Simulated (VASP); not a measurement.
# O (P6_3/mmc) in VASP: a series of runs, part 2 of 2

VASP 6.6.1. Earlier steps stand in the parts before.

### Step 3. Single point, PBEsol (volume scaled by 1.06)

File INCAR:

```
SYSTEM = O
PREC = Accurate
ENCUT = 520
EDIFF = 1E-6
ISMEAR = -1
SIGMA = 0.03
LREAL = .False.
LASPH = .True.
NELM = 60
ALGO = Normal
ISIF = 2
LWAVE = .False.
LCHARG = .True.
GGA = PS
LELF = .True.
LVHAR = .True.
NBANDS = 20
```

File KPOINTS:

```
Automatic mesh
0
Gamma
  13 13 5
  0 0 0
```

File POSCAR:

```
O
1.0
    2.6112279706      0.0000000000      0.0000000000
   -1.3056139853      2.2613897576      0.0000000000
    0.0000000000      0.0000000000      6.7039543074
O
4
Direct
    0.3333333333      0.6666666667      0.1610000000
    0.6666666667      0.3333333333      0.6610000000
    0.3333333333      0.6666666667      0.3390000000
    0.6666666667      0.3333333333      0.8390000000
```

Potentials or basis: VASP PAW PBE potentials, release 64 (O).

Started as:

```sh
> cat potpaw_PBE.64/O/POTCAR > POTCAR
> mpirun -np 1 vasp_std > vasp.out
```

OUTCAR:

```text
SYSTEM = O
   PREC = Accurate
   ENCUT = 520
   EDIFF = 1E-6
   ISMEAR = -1
   LREAL = .False.
   LASPH = .True.
   NELM = 60
   ISIF = 2
   GGA = PS

 ion  position               nearest neighbor table
   1  0.333  0.667  0.161-   3 1.19
   2  0.667  0.333  0.661-   4 1.19
   3  0.333  0.667  0.339-   1 1.19
   4  0.667  0.333  0.839-   2 1.19

  LATTYP: Found a hexagonal cell.
 ALAT       =     2.6112279706
 C/A-ratio  =     2.5673569611

  Lattice vectors:

 A1 = (   2.6112279706,   0.0000000000,   0.0000000000)
 A2 = (  -1.3056139853,   2.2613897576,   0.0000000000)
 A3 = (   0.0000000000,   0.0000000000,   6.7039543074)

Analysis of symmetry for initial positions (statically):
=====================================================================
 Subroutine PRICEL returns:
 Original cell was already a primitive cell.

 Routine SETGRP: Setting up the symmetry group for a
 hexagonal supercell.

 Subroutine GETGRP returns: Found 24 space group operations
 (whereof 12 operations were pure point group operations)
 out of a pool of 24 trial point group operations.

The static configuration has the point symmetry D_3d.
 The point group associated with its full space group is D_6h.

Analysis of symmetry for dynamics (positions and initial velocities):
=====================================================================
 Subroutine PRICEL returns:
 Original cell was already a primitive cell.

 Routine SETGRP: Setting up the symmetry group for a
 hexagonal supercell.

 Subroutine GETGRP returns: Found 24 space group operations
 (whereof 12 operations were pure point group operations)
 out of a pool of 24 trial point group operations.

The dynamic configuration has the point symmetry D_3d.
 The point group associated with its full space group is D_6h.

 Subroutine INISYM returns: Found 24 space group operations
 (whereof 12 operations are pure point group operations),
 and found     1 'primitive' translations

----------------------------------------------------------------------------------------

                                     Primitive cell

  volume of cell :      39.5869

  direct lattice vectors                    reciprocal lattice vectors
     2.611227971  0.000000000  0.000000000     0.382961584  0.221102974  0.000000000
    -1.305613985  2.261389758  0.000000000     0.000000000  0.442205947  0.000000000
     0.000000000  0.000000000  6.703954307     0.000000000  0.000000000  0.149165694

  length of vectors
     2.611227971  2.611227971  6.703954307     0.442205947  0.442205947  0.149165694

  position of ions in fractional coordinates (direct lattice)
     0.333333333  0.666666667  0.161000000
     0.666666667  0.333333333  0.661000000
     0.333333333  0.666666667  0.339000000
     0.666666667  0.333333333  0.839000000

  ion indices of the primitive-cell ions
   primitive index   ion index
                 1           1
                 2           2
                 3           3
                 4           4

----------------------------------------------------------------------------------------

 KPOINTS: Automatic mesh

Automatic generation of k-mesh.
 Grid dimensions read from file:
 generate k-points for:   13   13    5

 Generating k-lattice:

  Cartesian coordinates                     Fractional coordinates (reciprocal lattice)
     0.029458583  0.017007921  0.000000000     0.076923077  0.000000000  0.000000000
     0.000000000  0.034015842  0.000000000     0.000000000  0.076923077  0.000000000
     0.000000000  0.000000000  0.029833139     0.000000000  0.000000000  0.200000000

  Length of vectors
     0.034015842  0.034015842  0.029833139

  Shift w.r.t. Gamma in fractional coordinates (k-lattice)
     0.000000000  0.000000000  0.000000000

 Subroutine IBZKPT returns following result:
 ===========================================

 Found     63 irreducible k-points:

 Following reciprocal coordinates:
            Coordinates               Weight
  0.000000  0.000000  0.000000      1.000000
  0.076923 -0.000000  0.000000      6.000000
  0.153846 -0.000000  0.000000      6.000000
  0.230769 -0.000000  0.000000      6.000000
  0.307692 -0.000000  0.000000      6.000000
  0.384615 -0.000000  0.000000      6.000000
[... 16 lines left out ...]
  0.076923 -0.000000  0.200000     12.000000
  0.153846 -0.000000  0.200000     12.000000
 [... further k-points ...]
   k-points           NKPTS =     63   k-points in BZ     NKDIM =     63   number of bands    NBANDS=     20
   number of dos      NEDOS =    301   number of ions     NIONS =      4
   total plane-waves  NPLWV =  20000
   dimension x,y,z NGX =    20 NGY =   20 NGZ =   50
   dimension x,y,z NGXF=    40 NGYF=   40 NGZF=  100
   ions per type =               4
   NGX,Y,Z   is equivalent  to a cutoff of  12.73, 12.73, 12.40 a.u.
   NGXF,Y,Z  is equivalent  to a cutoff of  25.47, 25.47, 24.80 a.u.
 SYSTEM =  O
   PREC   = accura    normal or accurate (medium, high low for compatibility)
   ISTART =      0    job   : 0-new  1-cont  2-samecut
   ICHARG =      2    charge: 1-file 2-atom 10-const
   ISPIN  =      1    spin polarized calculation?
   LNONCOLLINEAR =      F non collinear calculations
   LSORBIT =      F    spin-orbit coupling
   LASPH  =      T    aspherical Exc in radial PAW
   ENCUT  =  520.0 eV  38.22 Ry    6.18 a.u.   4.86  4.86 12.46*2*pi/ulx,y,z
   NELM   =     60;   NELMIN=  2; NELMDL= -5     # of ELM steps
   EDIFF  = 0.1E-05   stopping-criterion for ELM
   LREAL  =      F    real-space projection
   EDIFFG = 0.1E-04   stopping-criterion for IOM
   NSW    =      0    number of steps for IOM
   IBRION =     -1    ionic relax: 0-MD 1-quasi-New 2-CG
   NFREE  =      0    steps in history (QN), initial steepest desc. (CG)
   ISIF   =      2    stress and relaxation
   ISYM   =      2    0-nonsym 1-usesym 2-fastsym
   POTIM  = 0.5000    time-step for ionic-motion
   TEBEG  =    0.0;   TEEND  =   0.0 temperature during run
   PSTRESS=    0.0 pullay stress
   NELECT =      24.0000    total number of electrons
   NUPDOWN=      -1.0000    fix difference up-down
   EMIN   =  10.00;   EMAX   =-10.00  energy-range for DOS
   EFERMI =   0.00;   METHOD = LEGACY
   ISMEAR =    -1;   SIGMA  =   0.03  broadening in eV -4-tet -1-fermi 0-gaus
   EFERMI_NEDOS =   21; number of points for ismear=-14 and -15
   IALGO  =     38    algorithm
   IMIX   =      4    mixing-type and parameters
     AMIX     =   0.40;   BMIX     =  1.00
     AMIX_MAG =   1.60;   BMIX_MAG =  1.00
  volume/ion in A,a.u.               =       9.90        66.79
  Fermi-wavevector in a.u.,A,eV,Ry     =   1.385569  2.618346 26.120485  1.919801
  Thomas-Fermi vector in A             =   2.509967
   LORBIT       =      0    0 simple, 1 ext, 2 COOP (PROOUT), +10 PAW based schemes
   GGA     = PS    functional components
   LHFCALC =     F    Hartree Fock is set to
   AEXX    =    0.0000 exact exchange contribution
   IVDW    =     0    specifies the selected vdW correction
   LEPSILON=     F    determine dielectric tensor
   LRPA    =     F    only Hartree local field effects (RPA)
 non-spin polarized calculation
  energy-cutoff  :      520.00
  volume of cell :       39.59
 maximum number of plane-waves:      1083
 NGX is ok and might be reduce to    20
   NGX =  9   NGY =  9   NGZ = 25

 number of electron      24.0000004 magnetization

 Free energy of the ion-electron system (eV)
  ---------------------------------------------------
  ext. energy  EPLUGINS =         0.00000000
  ---------------------------------------------------
  free energy    TOTEN  =       -20.09216113 eV

  energy without entropy =      -20.08315589  energy(sigma->0) =      -20.08765851

 E-fermi :   1.6610     XC(G=0): -10.5320

 val. band max:        1.6586306262   @ k =   0.2308  -0.0000   0.0000
 cond. band min:       1.6812620800   @ k =   0.3077   0.1538   0.2000
 fundamental gap:      0.0226314538
 Fermi energy:         1.6609794778

 k-point     1 :       0.0000    0.0000    0.0000
  band No.  band energies     occupation
      1     -26.5064      2.00000
      2     -26.3762      2.00000
      3     -14.0336      2.00000
      4     -12.3595      2.00000
      5      -8.0335      2.00000
      6      -5.2709      2.00000
[... 12 lines left out ...]
     19      16.3764      0.00000
[... 513 lines left out ...]
      4     -12.4172      2.00000
      5      -7.6359      2.00000
      6      -5.7098      2.00000
[... 12 lines left out ...]
     19      16.6699      0.00000
     20      17.0304      0.00000

 [... further k-points ...]

------------------------ aborting loop because EDIFF is reached ----------------------------------------

  FORCE on cell =-STRESS in cart. coord.  units (eV):
  Direction    XX          YY          ZZ          XY          YZ          ZX
  --------------------------------------------------------------------------------------
  -------------------------------------------------------------------------------------
  Total       -1.7813276     -1.7813276      8.5056047     -0.0000000      0.0000000      0.0000000
  in kB      -72.0946626    -72.0946626    344.2425281     -0.0000000      0.0000000      0.0000000
  external PRESSURE =      66.6844010 kB  Pullay stress =       0.0000000 kB

 VOLUME and BASIS-vectors are now :
 -----------------------------------------------------------------------------
  energy-cutoff  :      520.00
  volume of cell :       39.59
      direct lattice vectors                 reciprocal lattice vectors
     2.611227971  0.000000000  0.000000000     0.382961584  0.221102974  0.000000000
    -1.305613985  2.261389758  0.000000000     0.000000000  0.442205947  0.000000000
     0.000000000  0.000000000  6.703954307     0.000000000  0.000000000  0.149165694

 POSITION                                       TOTAL-FORCE (eV/Angst)
 -----------------------------------------------------------------------------------
     -0.00000      1.50759      1.07934         0.000000      0.000000     -2.381126
      1.30561      0.75380      4.43131        -0.000000     -0.000000     -2.381126
     -0.00000      1.50759      2.27264        -0.000000      0.000000      2.381126
      1.30561      0.75380      5.62462         0.000000     -0.000000      2.381126
 -----------------------------------------------------------------------------------
    total drift:                               -0.000000      0.000000      0.000000

  FREE ENERGIE OF THE ION-ELECTRON SYSTEM (eV)
  ---------------------------------------------------
  free  energy   TOTEN  =       -20.0921611280 eV

  energy  without entropy=      -20.0831558943  energy(sigma->0) =      -20.08765851
```

Wall time 19 s (1 thread of Intel Xeon Platinum 8559C (Emerald Rapids), shared host); peak memory 0.16 GiB.

Results:

```yaml
Free_energy: -20.0922 eV
Pressure: 6.7 GPa
Largest_force: 2.381 eV/Å
Band_gap_on_the_k_mesh: zero (band 12 reaches 2.69 eV, above the bottom of band 13 at 0.89 eV)
```

Forces on the atoms (eV/Å):
```
O    0.000  0.000 -2.381
O    0.000  0.000 -2.381
O    0.000  0.000  2.381
O    0.000  0.000  2.381
```

Stress tensor (GPa, compression positive):
```
-7.21  0.00  0.00
 0.00 -7.21  0.00
 0.00  0.00 34.42
```

Caveat: the standard files for N, O and F lose accuracy on very short bonds; spin is off for a triplet molecule; the PAW data sets were made with another functional, which shifts forces and pressure a little.
